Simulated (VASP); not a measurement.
# As in VASP: single point with PBEsol

Aim: the single point of As with PBEsol.

Program: VASP 6.6.1. These are calculated values, not measurements. Logs are shortened: lines on timing, memory, paths and dates and some standing lists are left out, and cuts for length are marked.

## (1) The cell of the first run

The typed cell holds 4 atoms: a = 5.132 Å, b = 5.132 Å, c = 3.829 Å, α = 90.00°, β = 90.00°, γ = 142.47°.

## (2) Single point, PBEsol

INCAR

```
SYSTEM = As
ALGO = Normal
EDIFF = 1E-6
ENCUT = 520
GGA = PS
ISIF = 2
ISMEAR = -1
LASPH = .True.
LCHARG = .False.
LREAL = .False.
LWAVE = .False.
NBANDS = 18
NELM = 60
PREC = Accurate
SIGMA = 0.05
```

KPOINTS

```
k-points
0
Gamma
  8 8 6
  0 0 0
```

POSCAR

```
As
1.0
    1.6507927993     -4.8593016834      0.0000000000
    1.6507927993      4.8593016834      0.0000000000
    0.0000000000      0.0000000000      3.8287322510
As
4
Direct
    0.3756560421      0.6243439579      0.5000161487
    0.8756560421      0.1243439579      0.9999838513
    0.6243439579      0.3756560421      0.4999838513
    0.1243439579      0.8756560421      0.0000161487
```

Potentials or basis: VASP PAW PBE potentials, release 64 (As).

The run is started by

```sh
> cat potpaw_PBE.64/As/POTCAR > POTCAR
> mpirun -np 1 vasp_std > vasp.out
```

OUTCAR:

```text
SYSTEM = As
   EDIFF = 1E-6
   ENCUT = 520
   GGA = PS
   ISIF = 2
   ISMEAR = -1
   LASPH = .True.
   LREAL = .False.
   NELM = 60
   PREC = Accurate

 ion  position               nearest neighbor table
   1  0.376  0.624  0.500-   3 2.42   2 2.53   2 2.53   2 2.53   2 2.53
   2  0.876  0.124  1.000-   4 2.42   1 2.53   1 2.53   1 2.53   1 2.53
   3  0.624  0.376  0.500-   1 2.42   4 2.53   4 2.53   4 2.53   4 2.53
   4  0.124  0.876  0.000-   2 2.42   3 2.53   3 2.53   3 2.53   3 2.53

  LATTYP: Found a base centered orthorhombic cell.
 ALAT       =     3.3015855986
 B/A-ratio  =     2.9436169612
 C/A-ratio  =     1.1596646934

  Lattice vectors:

 A1 = (   1.6507927993,  -4.8593016834,   0.0000000000)
 A2 = (   1.6507927993,   4.8593016834,   0.0000000000)
 A3 = (   0.0000000000,   0.0000000000,   3.8287322510)

Analysis of symmetry for initial positions (statically):
=====================================================================
 Subroutine PRICEL returns:
 Original cell was already a primitive cell.

 Routine SETGRP: Setting up the symmetry group for a
 base centered orthorhombic supercell.

 Subroutine GETGRP returns: Found  8 space group operations
 (whereof  4 operations were pure point group operations)
 out of a pool of  8 trial point group operations.

The static configuration has the point symmetry C_2h.
 The point group associated with its full space group is D_2h.

Analysis of symmetry for dynamics (positions and initial velocities):
=====================================================================
 Subroutine PRICEL returns:
 Original cell was already a primitive cell.

 Routine SETGRP: Setting up the symmetry group for a
 base centered orthorhombic supercell.

 Subroutine GETGRP returns: Found  8 space group operations
 (whereof  4 operations were pure point group operations)
 out of a pool of  8 trial point group operations.

The dynamic configuration has the point symmetry C_2h.
 The point group associated with its full space group is D_2h.

 Subroutine INISYM returns: Found  8 space group operations
 (whereof  4 operations are pure point group operations),
 and found     1 'primitive' translations

----------------------------------------------------------------------------------------

                                     Primitive cell

  volume of cell :      61.4259

  direct lattice vectors                    reciprocal lattice vectors
     1.650792799 -4.859301683  0.000000000     0.302884772 -0.102895443  0.000000000
     1.650792799  4.859301683  0.000000000     0.302884772  0.102895443  0.000000000
     0.000000000  0.000000000  3.828732251     0.000000000  0.000000000  0.261183059

  length of vectors
     5.132049271  5.132049271  3.828732251     0.319885381  0.319885381  0.261183059

  position of ions in fractional coordinates (direct lattice)
     0.375656042  0.624343958  0.500016149
     0.875656042  0.124343958  0.999983851
     0.624343958  0.375656042  0.499983851
     0.124343958  0.875656042  0.000016149

  ion indices of the primitive-cell ions
   primitive index   ion index
                 1           1
                 2           2
                 3           3
                 4           4

----------------------------------------------------------------------------------------

 KPOINTS: k-points

Automatic generation of k-mesh.
 Grid dimensions read from file:
 generate k-points for:    8    8    6

 Generating k-lattice:

  Cartesian coordinates                     Fractional coordinates (reciprocal lattice)
     0.037860596 -0.012861930  0.000000000     0.125000000  0.000000000  0.000000000
     0.037860596  0.012861930  0.000000000     0.000000000  0.125000000  0.000000000
     0.000000000  0.000000000  0.043530510     0.000000000  0.000000000  0.166666667

  Length of vectors
     0.039985673  0.039985673  0.043530510

  Shift w.r.t. Gamma in fractional coordinates (k-lattice)
     0.000000000  0.000000000  0.000000000

 Subroutine IBZKPT returns following result:
 ===========================================

 Found     84 irreducible k-points:

 Following reciprocal coordinates:
            Coordinates               Weight
  0.000000  0.000000  0.000000      1.000000
  0.125000 -0.000000  0.000000      4.000000
  0.250000 -0.000000  0.000000      4.000000
  0.375000  0.000000  0.000000      4.000000
  0.500000 -0.000000  0.000000      2.000000
  0.125000  0.125000  0.000000      2.000000
[... 16 lines left out ...]
  0.125000 -0.000000  0.166667      8.000000
  0.250000 -0.000000  0.166667      8.000000
 [... further k-points ...]
   k-points           NKPTS =     84   k-points in BZ     NKDIM =     84   number of bands    NBANDS=     18
   number of dos      NEDOS =    301   number of ions     NIONS =      4
   total plane-waves  NPLWV =  44800
   dimension x,y,z NGX =    40 NGY =   40 NGZ =   28
   dimension x,y,z NGXF=    80 NGYF=   80 NGZF=   56
   ions per type =               4
   NGX,Y,Z   is equivalent  to a cutoff of  12.96, 12.96, 12.16 a.u.
   NGXF,Y,Z  is equivalent  to a cutoff of  25.91, 25.91, 24.32 a.u.
 SYSTEM =  As
   PREC   = accura    normal or accurate (medium, high low for compatibility)
   ISTART =      0    job   : 0-new  1-cont  2-samecut
   ICHARG =      2    charge: 1-file 2-atom 10-const
   ISPIN  =      1    spin polarized calculation?
   LNONCOLLINEAR =      F non collinear calculations
   LSORBIT =      F    spin-orbit coupling
   LASPH  =      T    aspherical Exc in radial PAW
   ENCUT  =  520.0 eV  38.22 Ry    6.18 a.u.   9.54  9.54  7.12*2*pi/ulx,y,z
   NELM   =     60;   NELMIN=  2; NELMDL= -5     # of ELM steps
   EDIFF  = 0.1E-05   stopping-criterion for ELM
   LREAL  =      F    real-space projection
   EDIFFG = 0.1E-04   stopping-criterion for IOM
   NSW    =      0    number of steps for IOM
   IBRION =     -1    ionic relax: 0-MD 1-quasi-New 2-CG
   NFREE  =      0    steps in history (QN), initial steepest desc. (CG)
   ISIF   =      2    stress and relaxation
   ISYM   =      2    0-nonsym 1-usesym 2-fastsym
   POTIM  = 0.5000    time-step for ionic-motion
   TEBEG  =    0.0;   TEEND  =   0.0 temperature during run
   PSTRESS=    0.0 pullay stress
   NELECT =      20.0000    total number of electrons
   NUPDOWN=      -1.0000    fix difference up-down
   EMIN   =  10.00;   EMAX   =-10.00  energy-range for DOS
   EFERMI =   0.00;   METHOD = LEGACY
   ISMEAR =    -1;   SIGMA  =   0.05  broadening in eV -4-tet -1-fermi 0-gaus
   EFERMI_NEDOS =   21; number of points for ismear=-14 and -15
   IALGO  =     38    algorithm
   IMIX   =      4    mixing-type and parameters
     AMIX     =   0.40;   BMIX     =  1.00
     AMIX_MAG =   1.60;   BMIX_MAG =  1.00
  volume/ion in A,a.u.               =      15.36       103.63
  Fermi-wavevector in a.u.,A,eV,Ry     =   1.126249  2.128302 17.258126  1.268436
  Thomas-Fermi vector in A             =   2.262930
   LORBIT       =      0    0 simple, 1 ext, 2 COOP (PROOUT), +10 PAW based schemes
   GGA     = PS    functional components
   LHFCALC =     F    Hartree Fock is set to
   AEXX    =    0.0000 exact exchange contribution
   IVDW    =     0    specifies the selected vdW correction
   LEPSILON=     F    determine dielectric tensor
   LRPA    =     F    only Hartree local field effects (RPA)
 non-spin polarized calculation
  energy-cutoff  :      520.00
  volume of cell :       61.43
 maximum number of plane-waves:      1672
 NGX is ok and might be reduce to    40
   NGX = 19   NGY = 19   NGZ = 15

 number of electron      19.9999999 magnetization

 Free energy of the ion-electron system (eV)
  ---------------------------------------------------
  ext. energy  EPLUGINS =         0.00000000
  ---------------------------------------------------
  free energy    TOTEN  =       -18.50933140 eV

  energy without entropy =      -18.49855008  energy(sigma->0) =      -18.50394074

 E-fermi :   9.0727     XC(G=0): -11.7409

 val. band max:        9.0704791486   @ k =   0.2500   0.1250   0.0000
 cond. band min:       9.1017947364   @ k =   0.5000   0.5000   0.5000
 fundamental gap:      0.0313155878
 Fermi energy:         9.0727429028

 k-point     1 :       0.0000    0.0000    0.0000
  band No.  band energies     occupation
      1      -8.4636      2.00000
      2      -3.7596      2.00000
      3       0.1057      2.00000
      4       0.3812      2.00000
      5       2.0543      2.00000
      6       4.6765      2.00000
[... 10 lines left out ...]
     17      15.6384      0.00000
     18      16.0282      0.00000

 k-point     2 :       0.1250   -0.0000    0.0000
  band No.  band energies     occupation
      1      -8.2333      2.00000
      2      -3.6940      2.00000
      3       0.1002      2.00000
      4       0.4918      2.00000
      5       2.3065      2.00000
      6       2.9665      2.00000
[... 10 lines left out ...]
     17      14.3091      0.00000
     18      14.9495      0.00000

 k-point     3 :       0.2500   -0.0000    0.0000
  band No.  band energies     occupation
      1      -7.5453      2.00000
      2      -3.4353      2.00000
      3      -1.0590      2.00000
      4       0.8614      2.00000
      5       1.5737      2.00000
      6       3.0596      2.00000
[... 10 lines left out ...]
     17      14.4685      0.00000
     18      16.0373      0.00000

 k-point     4 :       0.3750    0.0000    0.0000
  band No.  band energies     occupation
      1      -6.4097      2.00000
      2      -2.9666      2.00000
      3      -2.8833      2.00000
      4      -0.7418      2.00000
      5       3.1925      2.00000
      6       4.3036      2.00000
[... 375 lines left out ...]
      4       0.3794      2.00000
      5       2.7087      2.00000
      6       4.1890      2.00000
[... 10 lines left out ...]
     17      15.1185      0.00000
     18      15.6308      0.00000

 k-point    23 :       0.1250   -0.0000    0.1667
  band No.  band energies     occupation
      1      -7.9569      2.00000
      2      -3.4253      2.00000
      3      -1.6249      2.00000
      4       0.7606      2.00000
      5       2.2516      2.00000
      6       3.4352      2.00000
[... 10 lines left out ...]
     17      15.5785      0.00000
     18      16.1616      0.00000

 k-point    24 :       0.2500   -0.0000    0.1667
  band No.  band energies     occupation
      1      -7.2723      2.00000
      2      -3.1706      2.00000
      3      -1.6725      2.00000
      4       0.6493      2.00000
      5       1.8233      2.00000
      6       2.3293      2.00000
[... 10 lines left out ...]
     17      15.5644      0.00000
     18      16.9489      0.00000

 [... further k-points ...]

------------------------ aborting loop because EDIFF is reached ----------------------------------------

  FORCE on cell =-STRESS in cart. coord.  units (eV):
  Direction    XX          YY          ZZ          XY          YZ          ZX
  --------------------------------------------------------------------------------------
  -------------------------------------------------------------------------------------
  Total       11.8569508     11.9372042     11.9647029      0.0000000      0.0000000      0.0000000
  in kB      309.2660005    311.3592593    312.0765095      0.0000000      0.0000000      0.0000000
  external PRESSURE =     310.9005898 kB  Pullay stress =       0.0000000 kB

 VOLUME and BASIS-vectors are now :
 -----------------------------------------------------------------------------
  energy-cutoff  :      520.00
  volume of cell :       61.43
      direct lattice vectors                 reciprocal lattice vectors
     1.650792799 -4.859301683  0.000000000     0.302884772 -0.102895443  0.000000000
     1.650792799  4.859301683  0.000000000     0.302884772  0.102895443  0.000000000
     0.000000000  0.000000000  3.828732251     0.000000000  0.000000000  0.261183059

 POSITION                                       TOTAL-FORCE (eV/Angst)
 -----------------------------------------------------------------------------------
      1.65079      1.20845      1.91443         0.000000      0.062307     -0.000171
      1.65079     -3.65085      3.82867         0.000000      0.062307      0.000171
      1.65079     -1.20845      1.91430         0.000000     -0.062307      0.000171
      1.65079      3.65085      0.00006         0.000000     -0.062307     -0.000171
 -----------------------------------------------------------------------------------
    total drift:                                0.000000     -0.000000      0.000000

  FREE ENERGIE OF THE ION-ELECTRON SYSTEM (eV)
  ---------------------------------------------------
  free  energy   TOTEN  =       -18.5093313959 eV

  energy  without entropy=      -18.4985500786  energy(sigma->0) =      -18.50394074
```

Wall time 46 s (1 thread of Intel Xeon 6975P-C (Granite Rapids), shared host); peak memory 0.23 GiB.

What came out:

* Free energy: -18.5093 eV
* Pressure: 31.1 GPa
* Largest force: 0.062 eV/Å
* Band gap on the k mesh: zero (bands 10 and 11 overlap by 1.94 eV)

Forces on the atoms (eV/Å):
```
As   0.000  0.062  0.000
As   0.000  0.062  0.000
As   0.000 -0.062  0.000
As   0.000 -0.062  0.000
```

Levels at points of the mesh, in eV from the Fermi level:
```csv
k point,band 8,band 9,band 10,band 11,band 12,band 13
"(0.00, 0.00, 0.00)",-2.99,-2.84,-1.74,2.98,3.17,3.99
"(0.50, 0.00, 0.00)",-3.05,-2.42,-2.42,-0.57,-0.57,0.54
"(0.50, 0.50, 0.00)",-3.04,-2.39,-0.64,0.19,2.97,4.38
"(0.00, 0.00, 0.50)",-0.30,-0.14,-0.14,0.83,0.83,1.49
"(0.50, 0.00, 0.50)",-7.13,-2.33,-2.33,1.26,1.26,7.11
"(0.50, 0.50, 0.50)",-1.22,-0.10,-0.10,0.03,0.03,2.09
```

Caveat: the cell stands under pressure; the PAW data sets were made with another functional, which shifts forces and pressure a little.
